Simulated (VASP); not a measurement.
# AlRu (P4mm) in VASP: notebook, part 2 of 2

VASP 6.6.1. The steps go on from the part before.

## Step 4: Single point, LDA (all Al atoms moved -0.050 Å, as atom 1 along Cartesian [0 1 0])

Input file INCAR:

```
SYSTEM = AlRu
PREC = Accurate ; ENCUT = 520
EDIFF = 1E-7 ; ISMEAR = 0
SIGMA = 0.15 ; LREAL = .False.
LASPH = .True. ; NELM = 80
ALGO = Fast ; ISIF = 2
LWAVE = .False. ; LCHARG = .False.
GGA = CA ; NBANDS = 16
```

Input file KPOINTS:

```
regular mesh
0
Gamma
  16 16 16
  0 0 0
```

Input file POSCAR:

```
AlRu
1.0
    2.9916000000      0.0000000000      0.0000000000
    0.0000000000      2.9916000000      0.0000000000
    0.0000000000      0.0000000000      2.9916000000
Al Ru
1 1
Direct
    0.0000000000     -0.0167134644      0.0000000000
    0.5000000000      0.5000000000      0.5000000000
```

Potentials or basis: VASP PAW LDA potentials, release 64 (Al, Ru_pv).

The run is started by

```console
cat potpaw_LDA.64/Al/POTCAR potpaw_LDA.64/Ru_pv/POTCAR > POTCAR
mpirun -np 1 vasp_std > vasp.out
```

OUTCAR:

```text
SYSTEM = AlRu
   PREC = Accurate
   ENCUT = 520
   EDIFF = 1E-7
   ISMEAR = 0
   LREAL = .False.
   LASPH = .True.
   NELM = 80
   ISIF = 2
   GGA = CA

 ion  position               nearest neighbor table
   1  0.000  0.983  0.000-   2 2.56   2 2.56   2 2.56   2 2.56   2 2.62   2 2.62   2 2.62   2 2.62

   2  0.500  0.500  0.500-   1 2.56   1 2.56   1 2.56   1 2.56   1 2.62   1 2.62   1 2.62   1 2.62

  LATTYP: Found a simple cubic cell.
 ALAT       =     2.9916000000

  Lattice vectors:

 A1 = (   2.9916000000,   0.0000000000,   0.0000000000)
 A2 = (   0.0000000000,   2.9916000000,   0.0000000000)
 A3 = (   0.0000000000,   0.0000000000,   2.9916000000)

Analysis of symmetry for initial positions (statically):
=====================================================================
 Subroutine PRICEL returns:
 Original cell was already a primitive cell.

 Routine SETGRP: Setting up the symmetry group for a
 simple cubic supercell.

 Subroutine GETGRP returns: Found  8 space group operations
 (whereof  8 operations were pure point group operations)
 out of a pool of 48 trial point group operations.

The static configuration has the point symmetry C_4v.

Analysis of symmetry for dynamics (positions and initial velocities):
=====================================================================
 Subroutine PRICEL returns:
 Original cell was already a primitive cell.

 Routine SETGRP: Setting up the symmetry group for a
 simple cubic supercell.

 Subroutine GETGRP returns: Found  8 space group operations
 (whereof  8 operations were pure point group operations)
 out of a pool of 48 trial point group operations.

The dynamic configuration has the point symmetry C_4v.

 Subroutine INISYM returns: Found  8 space group operations
 (whereof  8 operations are pure point group operations),
 and found     1 'primitive' translations

----------------------------------------------------------------------------------------

                                     Primitive cell

  volume of cell :      26.7738

  direct lattice vectors                    reciprocal lattice vectors
     2.991600000  0.000000000  0.000000000     0.334269287  0.000000000  0.000000000
     0.000000000  2.991600000  0.000000000     0.000000000  0.334269287  0.000000000
     0.000000000  0.000000000  2.991600000     0.000000000  0.000000000  0.334269287

  length of vectors
     2.991600000  2.991600000  2.991600000     0.334269287  0.334269287  0.334269287

  position of ions in fractional coordinates (direct lattice)
     0.000000000  0.983286536  0.000000000
     0.500000000  0.500000000  0.500000000

  ion indices of the primitive-cell ions
   primitive index   ion index
                 1           1
                 2           2

----------------------------------------------------------------------------------------

 KPOINTS: regular mesh

Automatic generation of k-mesh.
 Grid dimensions read from file:
 generate k-points for:   16   16   16

 Generating k-lattice:

  Cartesian coordinates                     Fractional coordinates (reciprocal lattice)
     0.020891830  0.000000000  0.000000000     0.062500000  0.000000000  0.000000000
     0.000000000  0.020891830  0.000000000     0.000000000  0.062500000  0.000000000
     0.000000000  0.000000000  0.020891830     0.000000000  0.000000000  0.062500000

  Length of vectors
     0.020891830  0.020891830  0.020891830

  Shift w.r.t. Gamma in fractional coordinates (k-lattice)
     0.000000000  0.000000000  0.000000000

 Subroutine IBZKPT returns following result:
 ===========================================

 Found    405 irreducible k-points:

 Following reciprocal coordinates:
            Coordinates               Weight
  0.000000  0.000000  0.000000      1.000000
  0.062500  0.000000  0.000000      4.000000
  0.000000  0.062500  0.000000      2.000000
  0.125000  0.000000  0.000000      4.000000
  0.000000  0.125000  0.000000      2.000000
  0.187500  0.000000  0.000000      4.000000
[... 16 lines left out ...]
  0.187500  0.062500  0.000000      8.000000
  0.000000  0.187500  0.062500      8.000000
 [... further k-points ...]
   k-points           NKPTS =    405   k-points in BZ     NKDIM =    405   number of bands    NBANDS=     16
   number of dos      NEDOS =    301   number of ions     NIONS =      2
   total plane-waves  NPLWV =  13824
   dimension x,y,z NGX =    24 NGY =   24 NGZ =   24
   dimension x,y,z NGXF=    48 NGYF=   48 NGZF=   48
   ions per type =               1   1
   NGX,Y,Z   is equivalent  to a cutoff of  13.34, 13.34, 13.34 a.u.
   NGXF,Y,Z  is equivalent  to a cutoff of  26.67, 26.67, 26.67 a.u.
 SYSTEM =  AlRu
   PREC   = accura    normal or accurate (medium, high low for compatibility)
   ISTART =      0    job   : 0-new  1-cont  2-samecut
   ICHARG =      2    charge: 1-file 2-atom 10-const
   ISPIN  =      1    spin polarized calculation?
   LNONCOLLINEAR =      F non collinear calculations
   LSORBIT =      F    spin-orbit coupling
   LASPH  =      T    aspherical Exc in radial PAW
   ENCUT  =  520.0 eV  38.22 Ry    6.18 a.u.   5.56  5.56  5.56*2*pi/ulx,y,z
   NELM   =     80;   NELMIN=  2; NELMDL= -5     # of ELM steps
   EDIFF  = 0.1E-06   stopping-criterion for ELM
   LREAL  =      F    real-space projection
   EDIFFG = 0.1E-05   stopping-criterion for IOM
   NSW    =      0    number of steps for IOM
   IBRION =     -1    ionic relax: 0-MD 1-quasi-New 2-CG
   NFREE  =      0    steps in history (QN), initial steepest desc. (CG)
   ISIF   =      2    stress and relaxation
   ISYM   =      2    0-nonsym 1-usesym 2-fastsym
   POTIM  = 0.5000    time-step for ionic-motion
   TEBEG  =    0.0;   TEEND  =   0.0 temperature during run
   PSTRESS=    0.0 pullay stress
   NELECT =      17.0000    total number of electrons
   NUPDOWN=      -1.0000    fix difference up-down
   EMIN   =  10.00;   EMAX   =-10.00  energy-range for DOS
   EFERMI =   0.00;   METHOD = LEGACY
   ISMEAR =     0;   SIGMA  =   0.15  broadening in eV -4-tet -1-fermi 0-gaus
   EFERMI_NEDOS =   21; number of points for ismear=-14 and -15
   IALGO  =     68    algorithm
   IMIX   =      4    mixing-type and parameters
     AMIX     =   0.40;   BMIX     =  1.00
     AMIX_MAG =   1.60;   BMIX_MAG =  1.00
  volume/ion in A,a.u.               =      13.39        90.34
  Fermi-wavevector in a.u.,A,eV,Ry     =   1.407087  2.659009 26.938090  1.979894
  Thomas-Fermi vector in A             =   2.529382
   LORBIT       =      0    0 simple, 1 ext, 2 COOP (PROOUT), +10 PAW based schemes
   GGA     = CA    functional components
   LHFCALC =     F    Hartree Fock is set to
   AEXX    =    0.0000 exact exchange contribution
   IVDW    =     0    specifies the selected vdW correction
   LEPSILON=     F    determine dielectric tensor
   LRPA    =     F    only Hartree local field effects (RPA)
 non-spin polarized calculation
 RMM-DIIS sequential band-by-band and
 Gauss-broadening in eV      SIGMA  =   0.15
  energy-cutoff  :      520.00
  volume of cell :       26.77
 maximum number of plane-waves:       739
 NGX is ok and might be reduce to    24
   NGX = 11   NGY = 11   NGZ = 11

 number of electron      16.9999995 magnetization

 Free energy of the ion-electron system (eV)
  ---------------------------------------------------
  ext. energy  EPLUGINS =         0.00000000
  ---------------------------------------------------
  free energy    TOTEN  =       -16.15838036 eV

  energy without entropy =      -16.13924191  energy(sigma->0) =      -16.14881113

 E-fermi :  10.5294     XC(G=0): -12.7920

 val. band max:       10.5222711474   @ k =   0.1250   0.0000   0.2500
 cond. band min:      10.5294031666   @ k =   0.0625   0.3750   0.1250
 fundamental gap:      0.0071320191
 Fermi energy:        10.5293973631

 k-point     1 :       0.0000    0.0000    0.0000
  band No.  band energies     occupation
      1     -31.0554      2.00000
      2     -31.0554      2.00000
      3     -31.0549      2.00000
      4       0.8547      2.00000
      5       6.9159      2.00000
      6       6.9178      2.00000
[... 8 lines left out ...]
     15      22.1904      0.00000
     16      25.3965      0.00000
[... 419 lines left out ...]
 k-point    24 :       0.0000    0.1875    0.0625
  band No.  band energies     occupation
      1     -31.1206      2.00000
      2     -31.0579      2.00000
      3     -31.0491      2.00000
      4       1.5867      2.00000
      5       7.0986      2.00000
      6       7.1647      2.00000
[... 8 lines left out ...]
     15      23.1186      0.00000
     16      27.5673      0.00000

 [... further k-points ...]

------------------------ aborting loop because EDIFF is reached ----------------------------------------

  FORCE on cell =-STRESS in cart. coord.  units (eV):
  Direction    XX          YY          ZZ          XY          YZ          ZX
  --------------------------------------------------------------------------------------
  -------------------------------------------------------------------------------------
  Total       -1.2254933     -1.2557388     -1.2254933      0.0000000      0.0000000      0.0000000
  in kB      -73.3349415    -75.1448683    -73.3349415      0.0000000      0.0000000      0.0000000
  external PRESSURE =     -73.9382504 kB  Pullay stress =       0.0000000 kB

 VOLUME and BASIS-vectors are now :
 -----------------------------------------------------------------------------
  energy-cutoff  :      520.00
  volume of cell :       26.77
      direct lattice vectors                 reciprocal lattice vectors
     2.991600000  0.000000000  0.000000000     0.334269287  0.000000000  0.000000000
     0.000000000  2.991600000  0.000000000     0.000000000  0.334269287  0.000000000
     0.000000000  0.000000000  2.991600000     0.000000000  0.000000000  0.334269287

 POSITION                                       TOTAL-FORCE (eV/Angst)
 -----------------------------------------------------------------------------------
      0.00000      2.94160      0.00000         0.000000      0.360170     -0.000000
      1.49580      1.49580      1.49580        -0.000000     -0.360170      0.000000
 -----------------------------------------------------------------------------------
    total drift:                                0.000000      0.000005     -0.000000

  FREE ENERGIE OF THE ION-ELECTRON SYSTEM (eV)
  ---------------------------------------------------
  free  energy   TOTEN  =       -16.1583803554 eV

  energy  without entropy=      -16.1392419104  energy(sigma->0) =      -16.14881113
```

stdout:

```text
POSCAR found type information on POSCAR AlRu
 POSCAR found :  2 types and       2 ions
 scaLAPACK will be used
 LDA part: xc-table for (Slater(with rela. corr.)+CA(PZ))
 , standard interpolation
 POSCAR, INCAR and KPOINTS ok, starting setup
 FFT: planning ... GRIDC
 FFT: planning ... GRID_SOFT
 FFT: planning ... GRID
 WAVECAR not read
 entering main loop
WARNING in EDDRMM: call to ZHEGV failed, returncode =   8  4     15
```

Wall time 46 s (1 thread of Intel Xeon 6975P-C (Granite Rapids), shared host); peak memory 0.26 GiB.

Results:

| Property | Result |
| --- | --- |
| Free energy | -16.1584 eV |
| Pressure | -7.4 GPa |
| Largest force | 0.360 eV/Å |
| Band gap on the k mesh | zero (an odd number of electrons rules out a gap without spin polarisation) |

Forces in eV/Å, atoms in the order of the input:
```
Al   0.000  0.360  0.000
Ru   0.000 -0.360  0.000
```

Caveat: the cell differs from its parent crystal (all Al atoms moved -0.050 Å, as atom 1 along Cartesian [0 1 0]); the cell stands under tension.

## Step 5: Single point, LDA (all Al atoms moved +0.025 Å, as atom 1 along Cartesian [0 1 0])

Input file INCAR:

```
ALGO     = Fast           # electronic algorithm
EDIFF    = 1E-7           # SCF threshold, eV
ENCUT    = 520            # plane-wave cutoff, eV
ISIF     = 2              # what is computed and relaxed
ISMEAR   = 0              # smearing method
LASPH    = True           # aspherical terms in the spheres
LCHARG   = True           # write CHGCAR
LELF     = True           # ELF
LREAL    = False          # projectors in reciprocal space
LVHAR    = True         
LWAVE    = False          # write WAVECAR
NBANDS   = 16             # bands
NELM     = 100            # most SCF steps
PREC     = Accurate       # precision mode
SIGMA    = 0.15           # smearing width, eV
```

Input file KPOINTS:

```
k-points
0
Gamma
  16 16 16
```

Edit POSCAR of step 4 so:

```diff
@@ -8,3 +8,3 @@
 Direct
-    0.0000000000     -0.0167134644      0.0000000000
+    0.0000000000      0.0083567322      0.0000000000
     0.5000000000      0.5000000000      0.5000000000
```

The run is started by

```console
cat potpaw_LDA.64/Al/POTCAR potpaw_LDA.64/Ru_pv/POTCAR > POTCAR
mpirun -np 1 vasp_std > vasp.out
```

Wall time 56 s (1 thread of Intel Xeon 6975P-C (Granite Rapids), shared host); peak memory 0.26 GiB.

It converged, with:

```
Free energy            : -16.1651 eV
Pressure               : -7.5 GPa
Largest force          : 0.180 eV/Å
Band gap on the k mesh : zero (an odd number of electrons rules out a gap without spin polarisation)
```

Forces in eV/Å, atoms in the order of the input:
```
Al   0.000 -0.180  0.000
Ru   0.000  0.180  0.000
```

Levels at points of the mesh, in eV from the Fermi level:
```
           k point  band 7  band 8  band 9  band 10  band 11  band 12
(0.00, 0.00, 0.00)    0.17    0.17    0.17     6.01     6.01     6.01
(0.50, 0.00, 0.00)   -1.62   -1.62    0.43     2.25     7.48    10.97
(0.00, 0.50, 0.00)   -1.62   -1.62    0.43     2.25     7.49    10.97
(0.50, 0.50, 0.00)   -1.35   -1.18   -1.18     1.49     5.25     6.21
(0.50, 0.00, 0.50)   -1.37   -1.17   -1.17     1.49     5.24     6.20
(0.50, 0.50, 0.50)    1.59    1.59    2.46     4.11     4.11     4.11
```

Caveat: the cell differs from its parent crystal (all Al atoms moved +0.025 Å, as atom 1 along Cartesian [0 1 0]); the cell stands under tension.

## Step 6: Summary

```tsv
cell	further INCAR settings	gap on the mesh (eV)	pressure (GPa)	largest force (eV/Å)
as given, atomic positions A	ALGO = Fast; EDIFF = 1e-07; NBANDS = 16	none	-6.8	0.72
as given, atomic positions B	ALGO = Fast; EDIFF = 1e-06; NBANDS = 16	none	-7.3	0.54
as given, atomic positions C	ALGO = Fast; EDIFF = 1e-07; NBANDS = 16	none	-7.4	0.36
as given, atomic positions D	ALGO = Fast; EDIFF = 1e-07; NBANDS = 16	none	-7.5	0.18
```

Alike in all rows: task single point; level LDA; potentials or basis VASP PAW LDA potentials, release 64 (Al, Ru_pv); no spin polarisation; k mesh 16 × 16 × 16; cutoff (eV) 520; smearing gaussian 0.15 eV.

Caveats: the cell stands under tension.

Total energies depend on the potentials used, so only differences within one code and one set of settings carry meaning.
